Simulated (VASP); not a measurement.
# Cl (I4_1/amd) in VASP: further runs, part 2 of 2

VASP 6.6.1.

**3. Relaxation of shape and atoms at fixed volume, PBE**

This run uses another cell than the first one, of 21.29 Å³/atom.

INCAR reads:

```
PREC = Accurate ; ENCUT = 600
EDIFF = 1E-7 ; ISMEAR = -1
SIGMA = 0.08 ; LREAL = F
LASPH = T ; NELM = 80
ALGO = Normal ; ISIF = 4
LWAVE = F ; LCHARG = F
GGA = PE ; IBRION = 2
NSW = 50 ; EDIFFG = -0.005
```

KPOINTS reads:

```
Automatic mesh
0
Gamma
  16 16 16
```

POSCAR reads:

```
Cl
1.0
   -2.4830334744      2.4830334744      1.7262707374
    2.4830334744     -2.4830334744      1.7262707374
    2.4830334744      2.4830334744     -1.7262707374
Cl
2
Direct
   -0.3750000000     -0.1250000000     -0.2500000000
    0.3750000000      0.1250000000      0.2500000000
```

Potentials or basis: VASP PAW PBE potentials, release 64 (Cl).

Command:

```sh
$ cat potpaw_PBE.64/Cl/POTCAR > POTCAR
$ mpirun -np 1 vasp_std > vasp.out
```

OUTCAR:

```text
PREC = Accurate
   ENCUT = 600
   EDIFF = 1E-7
   ISMEAR = -1
   LREAL = F
   LASPH = T
   NELM = 80
   ISIF = 4
   GGA = PE
   IBRION = 2
   NSW = 50
   EDIFFG = -0.005

 ion  position               nearest neighbor table
   1  0.625  0.875  0.750-   2 2.63   2 2.63   2 2.63   2 2.63
   2  0.375  0.125  0.250-   1 2.63   1 2.63   1 2.63   1 2.63

  LATTYP: Found a body centered tetragonal cell.
 ALAT       =     4.9660669488
 C/A-ratio  =     0.6952265264

  Lattice vectors:

 A1 = (  -2.4830334744,   2.4830334744,   1.7262707374)
 A2 = (   2.4830334744,  -2.4830334744,   1.7262707374)
 A3 = (   2.4830334744,   2.4830334744,  -1.7262707374)

Analysis of symmetry for initial positions (statically):
=====================================================================
 Subroutine PRICEL returns:
 Original cell was already a primitive cell.

 Routine SETGRP: Setting up the symmetry group for a
 body centered tetragonal supercell.

 Subroutine GETGRP returns: Found 16 space group operations
 (whereof  4 operations were pure point group operations)
 out of a pool of 16 trial point group operations.

The static configuration has the point symmetry C_2h.
 The point group associated with its full space group is D_4h.

Analysis of symmetry for dynamics (positions and initial velocities):
=====================================================================
 Subroutine PRICEL returns:
 Original cell was already a primitive cell.

 Routine SETGRP: Setting up the symmetry group for a
 body centered tetragonal supercell.

 Subroutine GETGRP returns: Found 16 space group operations
 (whereof  4 operations were pure point group operations)
 out of a pool of 16 trial point group operations.

The dynamic configuration has the point symmetry C_2h.
 The point group associated with its full space group is D_4h.

 Subroutine INISYM returns: Found 16 space group operations
 (whereof  4 operations are pure point group operations),
 and found     1 'primitive' translations

----------------------------------------------------------------------------------------

                                     Primitive cell

  volume of cell :      42.5730

  direct lattice vectors                    reciprocal lattice vectors
    -2.483033474  2.483033474  1.726270737     0.000000000  0.201366597  0.289641705
     2.483033474 -2.483033474  1.726270737     0.201366597  0.000000000  0.289641705
     2.483033474  2.483033474 -1.726270737     0.201366597  0.201366597  0.000000000

  length of vectors
     3.912917215  3.912917215  3.912917215     0.352761709  0.352761709  0.284775372

  position of ions in fractional coordinates (direct lattice)
     0.625000000  0.875000000  0.750000000
     0.375000000  0.125000000  0.250000000

  ion indices of the primitive-cell ions
   primitive index   ion index
                 1           1
                 2           2

----------------------------------------------------------------------------------------

 KPOINTS: Automatic mesh

Automatic generation of k-mesh.
 Grid dimensions read from file:
 generate k-points for:   16   16   16

 Generating k-lattice:

  Cartesian coordinates                     Fractional coordinates (reciprocal lattice)
[... 51 lines left out ...]
   PREC   = accura    normal or accurate (medium, high low for compatibility)
   ISTART =      0    job   : 0-new  1-cont  2-samecut
   ICHARG =      2    charge: 1-file 2-atom 10-const
   ISPIN  =      1    spin polarized calculation?
   LNONCOLLINEAR =      F non collinear calculations
   LSORBIT =      F    spin-orbit coupling
   LASPH  =      T    aspherical Exc in radial PAW
   ENCUT  =  600.0 eV  44.10 Ry    6.64 a.u.   7.82  7.82  7.82*2*pi/ulx,y,z
   NELM   =     80;   NELMIN=  2; NELMDL= -5     # of ELM steps
   EDIFF  = 0.1E-06   stopping-criterion for ELM
   LREAL  =      F    real-space projection
   EDIFFG = -.5E-02   stopping-criterion for IOM
   NSW    =     50    number of steps for IOM
   IBRION =      2    ionic relax: 0-MD 1-quasi-New 2-CG
   NFREE  =      1    steps in history (QN), initial steepest desc. (CG)
   ISIF   =      4    stress and relaxation
   ISYM   =      2    0-nonsym 1-usesym 2-fastsym
   POTIM  = 0.5000    time-step for ionic-motion
   TEBEG  =    0.0;   TEEND  =   0.0 temperature during run
   PSTRESS=    0.0 pullay stress
   NELECT =      14.0000    total number of electrons
   NUPDOWN=      -1.0000    fix difference up-down
   EMIN   =  10.00;   EMAX   =-10.00  energy-range for DOS
   EFERMI =   0.00;   METHOD = LEGACY
   ISMEAR =    -1;   SIGMA  =   0.08  broadening in eV -4-tet -1-fermi 0-gaus
   EFERMI_NEDOS =   21; number of points for ismear=-14 and -15
   IALGO  =     38    algorithm
   IMIX   =      4    mixing-type and parameters
     AMIX     =   0.40;   BMIX     =  1.00
     AMIX_MAG =   1.60;   BMIX_MAG =  1.00
  volume/ion in A,a.u.               =      21.29       143.65
  Fermi-wavevector in a.u.,A,eV,Ry     =   1.129985  2.135363 17.372830  1.276867
  Thomas-Fermi vector in A             =   2.266680
   LORBIT       =      0    0 simple, 1 ext, 2 COOP (PROOUT), +10 PAW based schemes
   GGA     = PE    functional components
   LHFCALC =     F    Hartree Fock is set to
   AEXX    =    0.0000 exact exchange contribution
   IVDW    =     0    specifies the selected vdW correction
   LEPSILON=     F    determine dielectric tensor
   LRPA    =     F    only Hartree local field effects (RPA)
 conjugate gradient relaxation of ions
 non-spin polarized calculation
  energy-cutoff  :      600.00
  volume of cell :       42.57
 maximum number of plane-waves:      1443
   NGX = 15   NGY = 15   NGZ = 15

--------------------------------------- Ionic step        1  -------------------------------------------

 number of electron      13.9999996 magnetization

 Free energy of the ion-electron system (eV)
  ---------------------------------------------------
  ext. energy  EPLUGINS =         0.00000000
  ---------------------------------------------------
  free energy    TOTEN  =        -2.15497423 eV

  energy without entropy =       -2.08523551  energy(sigma->0) =       -2.12010487

------------------------ aborting loop because EDIFF is reached ----------------------------------------

  FORCE on cell =-STRESS in cart. coord.  units (eV):
  Direction    XX          YY          ZZ          XY          YZ          ZX
  --------------------------------------------------------------------------------------
  -------------------------------------------------------------------------------------
  Total        2.3367916      2.3367916      0.8572140     -0.0000000      0.0000000      0.0000000
  in kB       87.9420348     87.9420348     32.2601046     -0.0000000      0.0000000      0.0000000
  external PRESSURE =      69.3813914 kB  Pullay stress =       0.0000000 kB
[... 95 lines left out ...]
--------------------------------------- Ionic step        4  -------------------------------------------

 number of electron      14.0000003 magnetization

 Free energy of the ion-electron system (eV)
  ---------------------------------------------------
  ext. energy  EPLUGINS =         0.00000000
  ---------------------------------------------------
  free energy    TOTEN  =        -2.19013454 eV

  energy without entropy =       -2.12212394  energy(sigma->0) =       -2.15612924

 E-fermi :   2.4522     XC(G=0):  -9.3854

 val. band max:        2.4485773807   @ k =  -0.2500  -0.3125   0.0625
 cond. band min:       2.4557607789   @ k =  -0.0625  -0.3125   0.0625
 fundamental gap:      0.0071833983
 Fermi energy:         2.4522464332

 k-point     1 :       0.0000    0.0000    0.0000
  band No.  band energies     occupation
      1     -13.9343      2.00000
      2     -10.3870      2.00000
      3      -1.7439      2.00000
      4      -1.7439      2.00000
      5       1.4230      1.99999
      6       1.5224      1.99998
      7       2.7311      0.05946
      8       2.7311      0.05946
      9       9.1123      0.00000
     10      10.7658      0.00000
     11      13.4043      0.00000
[... 309 lines left out ...]
 k-point    24 :      -0.0625    0.0625    0.0000
  band No.  band energies     occupation
      1     -13.9077      2.00000
      2     -10.4326      2.00000
      3      -1.7202      2.00000
      4      -1.7153      2.00000
      5       1.3685      2.00000
      6       1.5275      1.99998
      7       2.6552      0.14657
      8       2.7313      0.05931
      9       9.2108      0.00000
     10      10.8478      0.00000
     11      13.2567      0.00000

 [... further k-points ...]

------------------------ aborting loop because EDIFF is reached ----------------------------------------

  FORCE on cell =-STRESS in cart. coord.  units (eV):
  Direction    XX          YY          ZZ          XY          YZ          ZX
  --------------------------------------------------------------------------------------
  -------------------------------------------------------------------------------------
  Total        1.4151156      1.4151156      1.4180145      0.0000000      0.0000000      0.0000000
  in kB       53.2559880     53.2559880     53.3650864      0.0000000      0.0000000      0.0000000
  external PRESSURE =      53.2923541 kB  Pullay stress =       0.0000000 kB
[... 17 lines left out ...]
  FREE ENERGIE OF THE ION-ELECTRON SYSTEM (eV)
  ---------------------------------------------------
  free  energy   TOTEN  =        -2.1901345386 eV

  energy  without entropy=       -2.1221239399  energy(sigma->0) =       -2.15612924

 reached required accuracy - stopping structural energy minimisation
```

CONTCAR:

```text
Cl
   1.00000000000000
    -2.5409003234427816    2.5409003234427816    1.6485373856125691
     2.5409003234427816   -2.5409003234427816    1.6485373856125691
     2.5409003234427816    2.5409003234427816   -1.6485373856125691
  Cl
     2
Direct
     0.6250000000000000    0.8750000000000000    0.7500000000000000
     0.3750000000000000    0.1250000000000000    0.2500000000000000

  0.00000000E+00  0.00000000E+00  0.00000000E+00
  0.00000000E+00  0.00000000E+00  0.00000000E+00
```

It took 13 min on 1 thread of Intel Xeon 8259CL, shared host; peak memory 0.26 GiB.

Results:

| Property | Result |
| --- | --- |
| Free energy | -2.1901 eV |
| Energy gained by relaxing | 17.6 meV/atom |
| Ionic steps | 4 |
| Pressure after relaxing | 5.3 GPa |
| Band gap on the k mesh | zero (bands 7 and 8 overlap by 2.03 eV) |

The path:
```csv
step,energy change (eV),largest force (eV/Å),pressure (GPa),volume (Å³)
1,0.0000,0.0000,6.94,42.57
2,-0.0268,0.0000,6.03,42.57
3,-0.0351,0.0000,5.38,42.57
4,-0.0352,0.0000,5.33,42.57
```

Final structure:
```xyz
2
Lattice="-2.5409 2.5409 1.6485 2.5409 -2.5409 1.6485 2.5409 2.5409 -1.6485" Properties=species:S:1:pos:R:3 pbc="T T T"
Cl    2.5409    1.2705    1.2364
Cl    0.0000    1.2705    0.4121
```

Levels at points of the mesh, in eV from the Fermi level:
```
           k point  band 4  band 5  band 6  band 7  band 8  band 9  band 10  band 11
(0.00, 0.00, 0.00)   -4.20   -1.03   -0.93    0.28    0.28    6.66     8.31    10.95
(0.50, 0.00, 0.00)   -4.41   -3.36   -1.54   -0.73   -0.03    8.64     9.18    11.08
(0.50, 0.50, 0.00)   -2.87   -2.46   -2.46   -0.43   -0.43    8.98     8.98    11.96
(0.50, 0.50, 0.50)   -5.80   -1.23   -1.23    1.26    1.26    9.85     9.85    13.71
```

**4. Single point, PBE**

This run uses another cell than the first one, of 10.02 Å³/atom.

INCAR reads:

```
ALGO = Normal
EDIFF = 1E-6
ENCUT = 520
GGA = PE
ISIF = 2
ISMEAR = -1
LASPH = T
LCHARG = F
LREAL = F
LWAVE = F
NBANDS = 14
NELM = 100
PREC = Accurate
SIGMA = 0.08
```

KPOINTS reads:

```
k-points
0
Gamma
  16 16 16
```

POSCAR reads:

```
Cl
1.0
   -2.1775543366      2.1775543366      1.0562752933
    2.1775543366     -2.1775543366      1.0562752933
    2.1775543366      2.1775543366     -1.0562752933
Cl
2
Direct
   -0.3750000000     -0.1250000000     -0.2500000000
    0.3750000000      0.1250000000      0.2500000000
```

Command:

```sh
$ cat potpaw_PBE.64/Cl/POTCAR > POTCAR
$ mpirun -np 1 vasp_std > vasp.out
```

It took 41 s on 1 thread of AMD EPYC 9R45 (Zen 5), shared host; peak memory 0.16 GiB.

It converged, with:

| Quantity | Value |
| --- | --- |
| Free energy | 4.6264 eV |
| Pressure | 168.2 GPa |
| Band gap on the k mesh | zero (bands 7 and 8 overlap by 7.80 eV) |

Stress tensor (GPa, compression positive):
```
168.89   0.00   0.00
  0.00 168.89   0.00
  0.00   0.00 166.80
```

Levels at points of the mesh, in eV from the Fermi level:
| k point | band 3 | band 4 | band 5 | band 6 | band 7 | band 8 | band 9 | band 10 | band 11 | band 12 |
| --- | --- | --- | --- | --- | --- | --- | --- | --- | --- | --- |
| (0.00, 0.00, 0.00) | -10.69 | -10.69 | -0.41 | -0.19 | -0.19 | 3.62 | 3.95 | 6.96 | 8.16 | 12.75 |
| (0.50, 0.00, 0.00) | -11.86 | -10.85 | -8.04 | -3.37 | -2.32 | -1.68 | 5.16 | 7.17 | 7.87 | 11.94 |
| (0.50, 0.50, 0.00) | -7.41 | -7.41 | -6.34 | -6.34 | 3.75 | 3.75 | 10.23 | 10.23 | 10.90 | 10.90 |
| (0.50, 0.50, 0.50) | -14.19 | -14.19 | 2.22 | 2.22 | 2.89 | 2.89 | 10.50 | 10.50 | 15.26 | 15.26 |

Caveat: the cell stands under pressure.

**5. Summary**

```tsv
task	cell	cutoff (eV)	gap on the mesh (eV)	pressure (GPa)
relaxation of shape and atoms at fixed volume	relaxed from a = 3.753 Å, angles 101.2, 101.2, 127.6°, 2 atoms	600	none	13.4
relaxation of shape and atoms at fixed volume	relaxed from a = 3.913 Å, angles 101.2, 101.2, 127.6°, 2 atoms	600	none	5.3
single point	a = 3.256 Å, angles 96.0, 96.0, 142.1°, 2 atoms	520	none	168.2
```

Alike in all rows: level PBE; potentials or basis VASP PAW PBE potentials, release 64 (Cl); no spin polarisation; k mesh 16 × 16 × 16; smearing fermi-dirac 0.08 eV.

Caveats: the cell stands under pressure (at least some runs).

Absolute energies hang on the potentials; compare differences alone.
